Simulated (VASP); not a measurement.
# B (P-1) in VASP: notebook

The runs below take B through single point, relaxation of cell and atoms, with PBE.

Program: VASP 6.6.1. These are calculated values, not measurements. Logs are shortened: lines on timing, memory, paths and dates and some standing lists are left out, and cuts for length are marked.

### Step 1. The cell of the first run

The typed cell holds 1 atom: a = 1.647 Å, b = 2.258 Å, c = 2.682 Å, α = 68.22°, β = 78.62°, γ = 74.65°.

The cell was generated, and may not be a known phase.

### Step 2. Single point, PBE

Input file INCAR:

```
SYSTEM = B
ALGO = Normal
EDIFF = 1E-6
ENCUT = 520
GGA = PE
ISIF = 2
ISMEAR = 0
LASPH = .True.
LCHARG = .True.
LELF = .True.
LREAL = .False.
LVHAR = .True.
LWAVE = .False.
NBANDS = 8
NELM = 60
PREC = Accurate
SIGMA = 0.1
```

Input file KPOINTS:

```
k-points
0
Gamma
  10 8 8
  0 0 0
```

Input file POSCAR:

```
B
1.0
    1.6474337200      0.0000000000      0.0000000000
    0.5976328000      2.1775145200      0.0000000000
    0.5292891100      0.8867789300      2.4753329000
B
1
Direct
    0.5000000000      0.5000000000      0.5000000000
```

Potentials or basis: VASP PAW PBE potentials, release 64 (B).

The run is started by

```bash
cat potpaw_PBE.64/B/POTCAR > POTCAR
mpirun -np 1 vasp_std > vasp.out
```

OUTCAR:

```text
SYSTEM = B
   EDIFF = 1E-6
   ENCUT = 520
   GGA = PE
   ISIF = 2
   ISMEAR = 0
   LASPH = .True.
   LREAL = .False.
   NELM = 60
   PREC = Accurate

 ion  position               nearest neighbor table
   1  0.500  0.500  0.500-

  LATTYP: Found a triclinic cell.
 ALAT       =     2.2580377429
 B/A-ratio  =     1.2366841900
 C/A-ratio  =     0.7295864408
 COS(alpha) =     0.0244741951
 COS(beta)  =     0.2646690924
 COS(gamma) =     0.4522129790

  Lattice vectors:

 A1 = (  -0.5976328000,  -2.1775145200,   0.0000000000)
 A2 = (  -0.0683436900,  -1.2907355900,   2.4753329000)
 A3 = (  -1.6474337200,   0.0000000000,   0.0000000000)

Analysis of symmetry for initial positions (statically):
=====================================================================
 Subroutine PRICEL returns:
 Original cell was already a primitive cell.

 Routine SETGRP: Setting up the symmetry group for a
 triclinic supercell.

 Subroutine GETGRP returns: Found  2 space group operations
 (whereof  2 operations were pure point group operations)
 out of a pool of  2 trial point group operations.

The static configuration has the point symmetry S_2 .

Analysis of symmetry for dynamics (positions and initial velocities):
=====================================================================
 Subroutine PRICEL returns:
 Original cell was already a primitive cell.

 Routine SETGRP: Setting up the symmetry group for a
 triclinic supercell.

 Subroutine GETGRP returns: Found  2 space group operations
 (whereof  2 operations were pure point group operations)
 out of a pool of  2 trial point group operations.

The dynamic configuration has the point symmetry S_2 .

 Subroutine INISYM returns: Found  2 space group operations
 (whereof  2 operations are pure point group operations),
 and found     1 'primitive' translations

----------------------------------------------------------------------------------------

                                     Primitive cell

  volume of cell :       8.8798

  direct lattice vectors                    reciprocal lattice vectors
     1.647433720  0.000000000  0.000000000     0.607004693 -0.166596324 -0.070110515
     0.597632800  2.177514520  0.000000000     0.000000000  0.459239188 -0.164520754
     0.529289110  0.886778930  2.475332900     0.000000000  0.000000000  0.403986066

  length of vectors
     1.647433720  2.258037743  2.682125426     0.633343917  0.487819342  0.403986066

  position of ions in fractional coordinates (direct lattice)
     0.500000000  0.500000000  0.500000000

  ion indices of the primitive-cell ions
   primitive index   ion index
                 1           1

----------------------------------------------------------------------------------------

 KPOINTS: k-points

Automatic generation of k-mesh.
 Grid dimensions read from file:
 generate k-points for:   10    8    8

 Generating k-lattice:

  Cartesian coordinates                     Fractional coordinates (reciprocal lattice)
     0.060700469 -0.016659632 -0.007011051     0.100000000 -0.000000000 -0.000000000
     0.000000000  0.057404898 -0.020565094     0.000000000  0.125000000 -0.000000000
     0.000000000  0.000000000  0.050498258     0.000000000  0.000000000  0.125000000

  Length of vectors
     0.063334392  0.060977418  0.050498258

  Shift w.r.t. Gamma in fractional coordinates (k-lattice)
     0.000000000  0.000000000  0.000000000

 Subroutine IBZKPT returns following result:
 ===========================================

 Found    324 irreducible k-points:

 Following reciprocal coordinates:
            Coordinates               Weight
  0.000000  0.000000  0.000000      1.000000
  0.100000  0.000000 -0.000000      2.000000
  0.200000  0.000000 -0.000000      2.000000
  0.300000  0.000000 -0.000000      2.000000
  0.400000  0.000000  0.000000      2.000000
  0.500000  0.000000 -0.000000      1.000000
[... 16 lines left out ...]
 -0.400000  0.250000  0.000000      2.000000
 -0.300000  0.250000  0.000000      2.000000
 [... further k-points ...]
   k-points           NKPTS =    324   k-points in BZ     NKDIM =    324   number of bands    NBANDS=      8
   number of dos      NEDOS =    301   number of ions     NIONS =      1
   total plane-waves  NPLWV =   4320
   dimension x,y,z NGX =    12 NGY =   18 NGZ =   20
   dimension x,y,z NGXF=    24 NGYF=   36 NGZF=   40
   ions per type =               1
   NGX,Y,Z   is equivalent  to a cutoff of  12.11, 13.25, 12.40 a.u.
   NGXF,Y,Z  is equivalent  to a cutoff of  24.22, 26.50, 24.79 a.u.
 SYSTEM =  B
   PREC   = accura    normal or accurate (medium, high low for compatibility)
   ISTART =      0    job   : 0-new  1-cont  2-samecut
   ICHARG =      2    charge: 1-file 2-atom 10-const
   ISPIN  =      1    spin polarized calculation?
   LNONCOLLINEAR =      F non collinear calculations
   LSORBIT =      F    spin-orbit coupling
   LASPH  =      T    aspherical Exc in radial PAW
   ENCUT  =  520.0 eV  38.22 Ry    6.18 a.u.   3.06  4.20  4.99*2*pi/ulx,y,z
   NELM   =     60;   NELMIN=  2; NELMDL= -5     # of ELM steps
   EDIFF  = 0.1E-05   stopping-criterion for ELM
   LREAL  =      F    real-space projection
   EDIFFG = 0.1E-04   stopping-criterion for IOM
   NSW    =      0    number of steps for IOM
   IBRION =     -1    ionic relax: 0-MD 1-quasi-New 2-CG
   NFREE  =      0    steps in history (QN), initial steepest desc. (CG)
   ISIF   =      2    stress and relaxation
   ISYM   =      2    0-nonsym 1-usesym 2-fastsym
   POTIM  = 0.5000    time-step for ionic-motion
   TEBEG  =    0.0;   TEEND  =   0.0 temperature during run
   PSTRESS=    0.0 pullay stress
   NELECT =       3.0000    total number of electrons
   NUPDOWN=      -1.0000    fix difference up-down
   EMIN   =  10.00;   EMAX   =-10.00  energy-range for DOS
   EFERMI =   0.00;   METHOD = LEGACY
   ISMEAR =     0;   SIGMA  =   0.10  broadening in eV -4-tet -1-fermi 0-gaus
   EFERMI_NEDOS =   21; number of points for ismear=-14 and -15
   IALGO  =     38    algorithm
   IMIX   =      4    mixing-type and parameters
     AMIX     =   0.40;   BMIX     =  1.00
     AMIX_MAG =   1.60;   BMIX_MAG =  1.00
  volume/ion in A,a.u.               =       8.88        59.92
  Fermi-wavevector in a.u.,A,eV,Ry     =   1.140200  2.154666 17.688337  1.300056
  Thomas-Fermi vector in A             =   2.276902
   LORBIT       =      0    0 simple, 1 ext, 2 COOP (PROOUT), +10 PAW based schemes
   GGA     = PE    functional components
   LHFCALC =     F    Hartree Fock is set to
   AEXX    =    0.0000 exact exchange contribution
   IVDW    =     0    specifies the selected vdW correction
   LEPSILON=     F    determine dielectric tensor
   LRPA    =     F    only Hartree local field effects (RPA)
 non-spin polarized calculation
 Gauss-broadening in eV      SIGMA  =   0.10
  energy-cutoff  :      520.00
  volume of cell :        8.88
 maximum number of plane-waves:       249
   NGX =  7   NGY =  9   NGZ =  9

 number of electron       3.0000000 magnetization

 Free energy of the ion-electron system (eV)
  ---------------------------------------------------
  ext. energy  EPLUGINS =         0.00000000
  ---------------------------------------------------
  free energy    TOTEN  =        -5.60186840 eV

  energy without entropy =       -5.60088756  energy(sigma->0) =       -5.60137798

 E-fermi :   5.1279     XC(G=0): -11.0298

 val. band max:        5.0757121661   @ k =  -0.2000  -0.3750   0.2500
 cond. band min:       5.1386712270   @ k =  -0.3000   0.1250   0.3750
 fundamental gap:      0.0629590609
 Fermi energy:         5.1278637559

 k-point     1 :       0.0000    0.0000    0.0000
  band No.  band energies     occupation
      1      -8.9734      2.00000
      2       7.6668      0.00000
      3      13.3099      0.00000
      4      17.4940      0.00000
      5      26.8519      0.00000
      6      29.6242      0.00000
      7      31.9024      0.00000
      8      32.5361      0.00000

 k-point     2 :       0.1000    0.0000   -0.0000
  band No.  band energies     occupation
      1      -8.5114      2.00000
      2       8.1301      0.00000
      3      13.5483      0.00000
      4      17.6741      0.00000
      5      24.7966      0.00000
      6      29.7920      0.00000
      7      31.4472      0.00000
      8      35.3063      0.00000

 k-point     3 :       0.2000    0.0000   -0.0000
  band No.  band energies     occupation
      1      -7.1457      2.00000
      2       9.4853      0.00000
      3      14.1823      0.00000
      4      16.8682      0.00000
      5      22.8439      0.00000
      6      29.5358      0.00000
      7      32.6278      0.00000
      8      38.9056      0.00000

 k-point     4 :       0.3000    0.0000   -0.0000
  band No.  band energies     occupation
      1      -4.9602      2.00000
      2      11.4846      0.00000
      3      13.0410      0.00000
      4      15.5168      0.00000
      5      23.8449      0.00000
      6      30.3361      0.00000
      7      32.7556      0.00000
      8      35.7659      0.00000

 k-point     5 :       0.4000    0.0000    0.0000
  band No.  band energies     occupation
      1      -2.2486      2.00000
      2       8.7680      0.00000
      3      14.2094      0.00000
      4      16.2171      0.00000
      5      26.0465      0.00000
      6      29.1892      0.00000
      7      32.0898      0.00000
      8      33.2638      0.00000
[... 177 lines left out ...]
 k-point    22 :       0.5000    0.2500   -0.0000
  band No.  band energies     occupation
      1       0.2715      2.00000
      2       8.2131      0.00000
      3      13.2486      0.00000
      4      14.8698      0.00000
      5      23.7324      0.00000
      6      26.4234      0.00000
      7      30.8125      0.00000
      8      35.7020      0.00000

 k-point    23 :      -0.4000    0.2500    0.0000
  band No.  band energies     occupation
      1       0.3264      2.00000
      2       6.9567      0.00000
      3      12.3372      0.00000
      4      14.1599      0.00000
      5      24.6309      0.00000
      6      26.3158      0.00000
      7      29.8147      0.00000
      8      34.9751      0.00000

 k-point    24 :      -0.3000    0.2500    0.0000
  band No.  band energies     occupation
      1      -2.0757      2.00000
      2       6.4616      0.00000
      3      12.1179      0.00000
      4      14.4448      0.00000
      5      22.9837      0.00000
      6      25.9872      0.00000
      7      31.8604      0.00000
      8      38.7885      0.00000

 [... further k-points ...]

------------------------ aborting loop because EDIFF is reached ----------------------------------------

  FORCE on cell =-STRESS in cart. coord.  units (eV):
  Direction    XX          YY          ZZ          XY          YZ          ZX
  --------------------------------------------------------------------------------------
  -------------------------------------------------------------------------------------
  Total       -1.7749924     -0.3883116      0.1187877      0.5873585     -0.2108434      0.1181879
  in kB     -320.2612905    -70.0629354     21.4328266    105.9769062    -38.0424071     21.3246008
  external PRESSURE =    -122.9637998 kB  Pullay stress =       0.0000000 kB

 VOLUME and BASIS-vectors are now :
 -----------------------------------------------------------------------------
  energy-cutoff  :      520.00
  volume of cell :        8.88
      direct lattice vectors                 reciprocal lattice vectors
     1.647433720  0.000000000  0.000000000     0.607004693 -0.166596324 -0.070110515
     0.597632800  2.177514520  0.000000000     0.000000000  0.459239188 -0.164520754
     0.529289110  0.886778930  2.475332900     0.000000000  0.000000000  0.403986066

 POSITION                                       TOTAL-FORCE (eV/Angst)
 -----------------------------------------------------------------------------------
      1.38718      1.53215      1.23767         0.000000     -0.000000      0.000000
 -----------------------------------------------------------------------------------
    total drift:                                0.000000      0.000000      0.000000

  FREE ENERGIE OF THE ION-ELECTRON SYSTEM (eV)
  ---------------------------------------------------
  free  energy   TOTEN  =        -5.6018683985 eV

  energy  without entropy=       -5.6008875554  energy(sigma->0) =       -5.60137798
```

It took 5.2 s on 1 thread of Intel Xeon 6975P-C (Granite Rapids), shared host; peak memory 0.12 GiB.

What came out:

```
Free energy            : -5.6019 eV
Pressure               : -12.3 GPa
Band gap on the k mesh : zero (an odd number of electrons rules out a gap without spin polarisation)
```

Stress tensor (GPa, compression positive):
```
-32.03  10.60   2.13
 10.60  -7.01  -3.80
  2.13  -3.80   2.14
```

Levels at points of the mesh, in eV from the Fermi level:
```
           k point  band 1  band 2  band 3  band 4
(0.00, 0.00, 0.00)  -14.10    2.54    8.18   12.37
(0.50, 0.00, 0.00)   -5.62    1.37   10.34   11.52
(0.00, 0.50, 0.00)   -7.04   -6.75    2.39   11.42
(0.50, 0.50, 0.00)   -3.84    5.63    5.88    8.63
(0.00, 0.00, 0.50)  -10.34   -7.31    7.18   18.58
(0.50, 0.00, 0.50)   -4.34    4.82    4.94   10.58
(0.00, 0.50, 0.50)   -6.52   -5.68    0.23    8.51
(0.50, 0.50, 0.50)   -4.11    4.73    6.64    9.50
```

Caveat: the k points lie up to 0.40 Å⁻¹ apart, too coarse for converged energies and pressures of a metal.

### Step 3. Relaxation of cell and atoms, PBE

Input file INCAR:

```
SYSTEM = B
  ALGO = Normal
  EDIFF = 1E-6
  EDIFFG = -0.04
  ENCUT = 600
  GGA = PE
  IBRION = 2
  ISIF = 3
  ISMEAR = 0
  LASPH = .TRUE.
  LCHARG = .FALSE.
  LREAL = .FALSE.
  LWAVE = .FALSE.
  NELM = 60
  NSW = 90
  PREC = Accurate
  SIGMA = 0.1
```

Input file KPOINTS:

```
k-points
0
G
  10 8 8
  0 0 0
```

POSCAR is that of step 2.

Potentials or basis: VASP PAW PBE potentials, release 64 (B).

The run is started by

```bash
cat potpaw_PBE.64/B/POTCAR > POTCAR
mpirun -np 1 vasp_std > vasp.out
```

It took 40 s on 1 thread of Intel Xeon 6975P-C (Granite Rapids), shared host; peak memory 0.13 GiB.

It converged, with:

- Free energy: -5.8508 eV
- Relaxed volume: 7.41 Å³/atom
- Relaxed cell: a = 1.618 Å, b = 2.038 Å, c = 2.612 Å, α = 82.48°, β = 69.38°, γ = 66.94°
- Space group after relaxing (to 0.1 Å): C2/m (No. 12)
- Energy gained by relaxing: 248.4 meV/atom
- Ionic steps: 20
- Pressure after relaxing: -0.4 GPa
- Band gap on the k mesh: zero (an odd number of electrons rules out a gap without spin polarisation)

Stress tensor (GPa, compression positive):
```
-0.26  0.24 -0.03
 0.24 -0.59 -0.24
-0.03 -0.24 -0.21
```

The path:
| step | energy change (eV) | largest force (eV/Å) | pressure (GPa) | volume (Å³) |
| --- | --- | --- | --- | --- |
| 1 | 0.0000 | 0.0000 | -12.32 | 8.88 |
| 2 | 0.0557 | 0.0000 | 27.47 | 8.00 |
| 3 | -0.0429 | 0.0000 | 0.65 | 8.53 |
| 4 | -0.0898 | 0.0000 | -0.37 | 8.40 |
| 5 | -0.0700 | 0.0000 | 0.63 | 7.92 |
| 6 | -0.1163 | 0.0000 | -0.12 | 8.21 |
| 7 | -0.1458 | 0.0000 | -2.31 | 8.13 |
| 8 | -0.2007 | 0.0000 | -5.09 | 7.93 |
| 9 | -0.1560 | 0.0000 | -4.48 | 7.35 |
| 10 | -0.2204 | 0.0000 | -6.72 | 7.77 |
| 11 | -0.2355 | 0.0000 | -2.41 | 7.62 |
| 12 | -0.2384 | 0.0000 | 1.66 | 7.49 |
| 13 | -0.2386 | 0.0000 | 0.77 | 7.52 |
| 14 | -0.2430 | 0.0000 | -0.12 | 7.52 |
| 15 | -0.2459 | 0.0000 | -2.59 | 7.52 |
| 16 | -0.2464 | 0.0000 | -1.91 | 7.52 |
| 17 | -0.2473 | 0.0000 | -0.40 | 7.47 |
| 18 | -0.2474 | 0.0000 | 0.30 | 7.45 |
| 19 | -0.2481 | 0.0000 | -0.05 | 7.43 |
| 20 | -0.2484 | 0.0000 | -0.35 | 7.41 |

Final structure:
```yaml
crystal:
  lattice:
    - [1.61285, 0.08263, 0.09478]
    - [0.71906, 1.88922, -0.25796]
    - [0.75615, 0.41730, 2.46485]
  atoms:
    - { symbol: B, position: [0.50000, 0.50000, 0.50000] }
```

Levels at points of the mesh, in eV from the Fermi level:
| k point | band 1 | band 2 | band 3 | band 4 | band 5 |
| --- | --- | --- | --- | --- | --- |
| (0.00, 0.00, 0.00) | -16.15 | 1.30 | 11.05 | 12.39 | 26.41 |
| (0.50, 0.00, 0.00) | -5.81 | 3.56 | 6.84 | 10.60 | 15.02 |
| (0.00, 0.50, 0.00) | -8.97 | -6.23 | 6.51 | 19.32 | 20.20 |
| (0.50, 0.50, 0.00) | -5.75 | 3.65 | 7.04 | 10.34 | 15.30 |
| (0.00, 0.00, 0.50) | -12.39 | -9.11 | 13.28 | 26.01 | 26.39 |
| (0.50, 0.00, 0.50) | -6.15 | 2.68 | 8.44 | 10.42 | 17.34 |
| (0.00, 0.50, 0.50) | -6.87 | -2.08 | -1.90 | 5.73 | 23.10 |
| (0.50, 0.50, 0.50) | -6.05 | 2.90 | 8.43 | 10.07 | 17.27 |

Caveat: the k points lie up to 0.45 Å⁻¹ apart in the final cell, too coarse for converged energies and pressures of a metal; the volume moved by over 15 % at a fixed basis, so the end points are rough.

The gap in the log of VASP goes by the Fermi energy; the results here count the filled bands.